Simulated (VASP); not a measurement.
# Mo (Im-3m) in VASP: a series of runs, part 2 of 2

VASP 6.6.1. The steps go on from the part before.

### Step 3. Relaxation of cell and atoms, PBE+D3(BJ)

This run uses another cell than the first one, of 15.78 Å³/atom, 1.029 times its volume.

INCAR

```
PREC     = Accurate       # precision mode
ENCUT    = 600            # plane-wave cutoff, eV
EDIFF    = 1E-6           # SCF threshold, eV
ISMEAR   = 0              # smearing method
SIGMA    = 0.1            # smearing width, eV
LREAL    = False          # projectors in reciprocal space
LASPH    = True           # aspherical terms in the spheres
NELM     = 80             # most SCF steps
ALGO     = Normal         # electronic algorithm
ISIF     = 3              # what is computed and relaxed
LWAVE    = False          # write WAVECAR
LCHARG   = False          # write CHGCAR
GGA      = PE             # functional
IVDW     = 12             # dispersion correction
IBRION   = 2              # ionic algorithm
NSW      = 70             # ionic steps
EDIFFG   = -0.005         # ionic threshold
```

KPOINTS

```
Automatic mesh
0
Gamma
  18 18 18
```

POSCAR

```
Mo
1.0
   -1.5802206812      1.5802206812      1.5802206812
    1.5802206812     -1.5802206812      1.5802206812
    1.5802206812      1.5802206812     -1.5802206812
Mo
1
Direct
    0.0000000000      0.0000000000      0.0000000000
```

Potentials or basis: VASP PAW PBE potentials, release 64 (Mo_sv).

On the command line:

```
$ cat potpaw_PBE.64/Mo_sv/POTCAR > POTCAR
$ mpirun -np 1 vasp_std > vasp.out
```

OUTCAR:

```text
PREC = Accurate
   ENCUT = 600
   EDIFF = 1E-6
   ISMEAR = 0
   LREAL = False
   LASPH = True
   NELM = 80
   ISIF = 3
   GGA = PE
   IVDW = 12
   IBRION = 2
   NSW = 70
   EDIFFG = -0.005
 IVDW          = 12

 ion  position               nearest neighbor table
   1  0.000  0.000  0.000-

  LATTYP: Found a body centered cubic cell.
 ALAT       =     3.1604413624

  Lattice vectors:

 A1 = (  -1.5802206812,   1.5802206812,   1.5802206812)
 A2 = (   1.5802206812,  -1.5802206812,   1.5802206812)
 A3 = (   1.5802206812,   1.5802206812,  -1.5802206812)

Analysis of symmetry for initial positions (statically):
=====================================================================
 Subroutine PRICEL returns:
 Original cell was already a primitive cell.

 Routine SETGRP: Setting up the symmetry group for a
 body centered cubic supercell.

 Subroutine GETGRP returns: Found 48 space group operations
 (whereof 48 operations were pure point group operations)
 out of a pool of 48 trial point group operations.

The static configuration has the point symmetry O_h .

Analysis of symmetry for dynamics (positions and initial velocities):
=====================================================================
 Subroutine PRICEL returns:
 Original cell was already a primitive cell.

 Routine SETGRP: Setting up the symmetry group for a
 body centered cubic supercell.

 Subroutine GETGRP returns: Found 48 space group operations
 (whereof 48 operations were pure point group operations)
 out of a pool of 48 trial point group operations.

The dynamic configuration has the point symmetry O_h .

 Subroutine INISYM returns: Found 48 space group operations
 (whereof 48 operations are pure point group operations),
 and found     1 'primitive' translations

----------------------------------------------------------------------------------------

                                     Primitive cell

  volume of cell :      15.7839

  direct lattice vectors                    reciprocal lattice vectors
    -1.580220681  1.580220681  1.580220681     0.000000000  0.316411502  0.316411502
     1.580220681 -1.580220681  1.580220681     0.316411502  0.000000000  0.316411502
     1.580220681  1.580220681 -1.580220681     0.316411502  0.316411502  0.000000000

  length of vectors
     2.737022507  2.737022507  2.737022507     0.447473438  0.447473438  0.447473438

  position of ions in fractional coordinates (direct lattice)
     0.000000000  0.000000000  0.000000000

  ion indices of the primitive-cell ions
   primitive index   ion index
                 1           1

----------------------------------------------------------------------------------------

 KPOINTS: Automatic mesh

Automatic generation of k-mesh.
 Grid dimensions read from file:
 generate k-points for:   18   18   18

 Generating k-lattice:

  Cartesian coordinates                     Fractional coordinates (reciprocal lattice)
     0.000000000  0.017578417  0.017578417     0.055555556  0.000000000  0.000000000
     0.017578417  0.000000000  0.017578417     0.000000000  0.055555556  0.000000000
     0.017578417  0.017578417  0.000000000     0.000000000  0.000000000  0.055555556

  Length of vectors
     0.024859635  0.024859635  0.024859635

  Shift w.r.t. Gamma in fractional coordinates (k-lattice)
     0.000000000  0.000000000  0.000000000

 Subroutine IBZKPT returns following result:
 ===========================================

 Found    195 irreducible k-points:

 Following reciprocal coordinates:
            Coordinates               Weight
  0.000000  0.000000  0.000000      1.000000
  0.055556  0.000000  0.000000     12.000000
  0.111111  0.000000  0.000000     12.000000
  0.166667  0.000000  0.000000     12.000000
  0.222222  0.000000  0.000000     12.000000
  0.277778  0.000000  0.000000     12.000000
[... 16 lines left out ...]
  0.333333  0.111111  0.000000     48.000000
  0.388889  0.111111  0.000000     48.000000
 [... further k-points ...]
   k-points           NKPTS =    195   k-points in BZ     NKDIM =    195   number of bands    NBANDS=     11
   number of dos      NEDOS =    301   number of ions     NIONS =      1
   total plane-waves  NPLWV =  13824
   dimension x,y,z NGX =    24 NGY =   24 NGZ =   24
   dimension x,y,z NGXF=    48 NGYF=   48 NGZF=   48
   ions per type =               1
   NGX,Y,Z   is equivalent  to a cutoff of  14.58, 14.58, 14.58 a.u.
   NGXF,Y,Z  is equivalent  to a cutoff of  29.16, 29.16, 29.16 a.u.
 SYSTEM =  unknown system
   PREC   = accura    normal or accurate (medium, high low for compatibility)
   ISTART =      0    job   : 0-new  1-cont  2-samecut
   ICHARG =      2    charge: 1-file 2-atom 10-const
   ISPIN  =      1    spin polarized calculation?
   LNONCOLLINEAR =      F non collinear calculations
   LSORBIT =      F    spin-orbit coupling
   LASPH  =      T    aspherical Exc in radial PAW
   ENCUT  =  600.0 eV  44.10 Ry    6.64 a.u.   5.47  5.47  5.47*2*pi/ulx,y,z
   NELM   =     80;   NELMIN=  2; NELMDL= -5     # of ELM steps
   EDIFF  = 0.1E-05   stopping-criterion for ELM
   LREAL  =      F    real-space projection
   EDIFFG = -.5E-02   stopping-criterion for IOM
   NSW    =     70    number of steps for IOM
   IBRION =      2    ionic relax: 0-MD 1-quasi-New 2-CG
   NFREE  =      1    steps in history (QN), initial steepest desc. (CG)
   ISIF   =      3    stress and relaxation
   ISYM   =      2    0-nonsym 1-usesym 2-fastsym
   POTIM  = 0.5000    time-step for ionic-motion
   TEBEG  =    0.0;   TEEND  =   0.0 temperature during run
   PSTRESS=    0.0 pullay stress
   NELECT =      14.0000    total number of electrons
   NUPDOWN=      -1.0000    fix difference up-down
   EMIN   =  10.00;   EMAX   =-10.00  energy-range for DOS
   EFERMI =   0.00;   METHOD = LEGACY
   ISMEAR =     0;   SIGMA  =   0.10  broadening in eV -4-tet -1-fermi 0-gaus
   EFERMI_NEDOS =   21; number of points for ismear=-14 and -15
   IALGO  =     38    algorithm
   IMIX   =      4    mixing-type and parameters
     AMIX     =   0.40;   BMIX     =  1.00
     AMIX_MAG =   1.60;   BMIX_MAG =  1.00
  volume/ion in A,a.u.               =      15.78       106.51
  Fermi-wavevector in a.u.,A,eV,Ry     =   1.572943  2.972432 33.662869  2.474151
  Thomas-Fermi vector in A             =   2.674302
   LORBIT       =      0    0 simple, 1 ext, 2 COOP (PROOUT), +10 PAW based schemes
   GGA     = PE    functional components
   LHFCALC =     F    Hartree Fock is set to
   AEXX    =    0.0000 exact exchange contribution
   IVDW    =    12    specifies the selected vdW correction
   LEPSILON=     F    determine dielectric tensor
   LRPA    =     F    only Hartree local field effects (RPA)
 conjugate gradient relaxation of ions
 non-spin polarized calculation
 Gauss-broadening in eV      SIGMA  =   0.10
  energy-cutoff  :      600.00
  volume of cell :       15.78
 maximum number of plane-waves:       543
 NGX is ok and might be reduce to    24
   NGX = 11   NGY = 11   NGZ = 11

--------------------------------------- Ionic step        1  -------------------------------------------

 number of electron      14.0000002 magnetization

 Free energy of the ion-electron system (eV)
  ---------------------------------------------------
  ext. energy  EPLUGINS =         0.00000000
  ---------------------------------------------------
  free energy    TOTEN  =       -10.93504986 eV

  energy without entropy =      -10.93239815  energy(sigma->0) =      -10.93372400

------------------------ aborting loop because EDIFF is reached ----------------------------------------

 Edisp (eV)   -0.70662

 E8    (eV) :    -0.3329
[... 108 lines left out ...]
--------------------------------------- Ionic step        4  -------------------------------------------

 number of electron      14.0000001 magnetization

 Free energy of the ion-electron system (eV)
  ---------------------------------------------------
  ext. energy  EPLUGINS =         0.00000000
  ---------------------------------------------------
  free energy    TOTEN  =       -10.92436580 eV

  energy without entropy =      -10.92203809  energy(sigma->0) =      -10.92320194

 E-fermi :  12.8996     XC(G=0): -13.4887

 val. band max:       12.8944611494   @ k =  -0.3889   0.4444   0.2778
 cond. band min:      12.9120930884   @ k =   0.3889   0.1111   0.0000
 fundamental gap:      0.0176319390
 Fermi energy:        12.8995564603

 k-point     1 :       0.0000    0.0000    0.0000
  band No.  band energies     occupation
      1     -48.4088      2.00000
      2     -21.6346      2.00000
      3     -21.6346      2.00000
      4     -21.6346      2.00000
      5       5.5834      2.00000
      6      11.4769      2.00000
      7      11.4769      2.00000
      8      11.4769      2.00000
      9      14.5679      0.00000
     10      14.5679      0.00000
     11      27.7333      0.00000
[... 309 lines left out ...]
 k-point    24 :       0.3889    0.1111    0.0000
  band No.  band energies     occupation
      1     -48.1248      2.00000
      2     -23.0214      2.00000
      3     -22.1461      2.00000
      4     -21.7116      2.00000
      5       7.8696      2.00000
      6       9.5530      2.00000
      7      12.9121      0.85928
      8      14.4756      0.00000
      9      15.6473      0.00000
     10      18.3978      0.00000
     11      24.8270      0.00000

 [... further k-points ...]

------------------------ aborting loop because EDIFF is reached ----------------------------------------

 Edisp (eV)   -0.72692

 E8    (eV) :    -0.3427
[... 24 lines left out ...]
  FREE ENERGIE OF THE ION-ELECTRON SYSTEM (eV)
  ---------------------------------------------------
  free  energy   TOTEN  =       -11.6512900455 eV

  energy  without entropy=      -11.6489623396  energy(sigma->0) =      -11.65012619

 reached required accuracy - stopping structural energy minimisation
```

It took 29 s on 1 thread of Intel Xeon 6975P-C (Granite Rapids), shared host; peak memory 0.19 GiB.

Results:

```
Free energy                            : -11.6513 eV
Relaxed volume                         : 15.36 Å³/atom
Relaxed cell                           : a = 2.712 Å, b = 2.712 Å, c = 2.712 Å, α = 109.47°, β = 109.47°, γ = 109.47°
Space group after relaxing (to 0.05 Å) : Im-3m (No. 229)
Energy gained by relaxing              : 9.6 meV/atom
Ionic steps                            : 4
Pressure after relaxing                : 0.0 GPa
Band gap on the k mesh                 : zero (band 7 reaches 16.95 eV, above the bottom of band 8 at 11.48 eV)
Dispersion energy per atom             : -0.727 eV
```

Step by step:
| step | energy change (eV) | largest force (eV/Å) | pressure (GPa) | volume (Å³) |
| --- | --- | --- | --- | --- |
| 1 | 0.0000 | 0.0000 | -7.10 | 15.78 |
| 2 | 0.0721 | 0.0000 | 24.96 | 14.24 |
| 3 | -0.0096 | 0.0000 | -0.23 | 15.37 |
| 4 | -0.0096 | 0.0000 | -0.01 | 15.36 |

Final structure:
```cif
data_structure
_symmetry_space_group_name_H-M 'P 1'
_symmetry_Int_Tables_number 1
_cell_length_a 2.7124
_cell_length_b 2.7124
_cell_length_c 2.7124
_cell_angle_alpha 109.471
_cell_angle_beta 109.471
_cell_angle_gamma 109.471
_cell_volume 15.36
loop_
_atom_site_label
_atom_site_type_symbol
_atom_site_fract_x
_atom_site_fract_y
_atom_site_fract_z
_atom_site_occupancy
Mo1 Mo 0.00000 0.00000 0.00000 1
```

Levels at points of the mesh, in eV from the Fermi level:
| k point | band 3 | band 4 | band 5 | band 6 | band 7 | band 8 | band 9 | band 10 | band 11 |
| --- | --- | --- | --- | --- | --- | --- | --- | --- | --- |
| (0.00, 0.00, 0.00) | -34.53 | -34.53 | -7.32 | -1.42 | -1.42 | -1.42 | 1.67 | 1.67 | 14.83 |
| (0.50, 0.00, 0.00) | -35.00 | -34.55 | -5.45 | -3.51 | 1.67 | 1.71 | 2.35 | 4.84 | 11.97 |
| (0.50, 0.50, 0.50) | -35.55 | -35.55 | -5.60 | -5.60 | 4.06 | 4.06 | 4.06 | 9.18 | 9.18 |

Caveat: pairwise dispersion overbinds metals, which lowers pressure and volume.
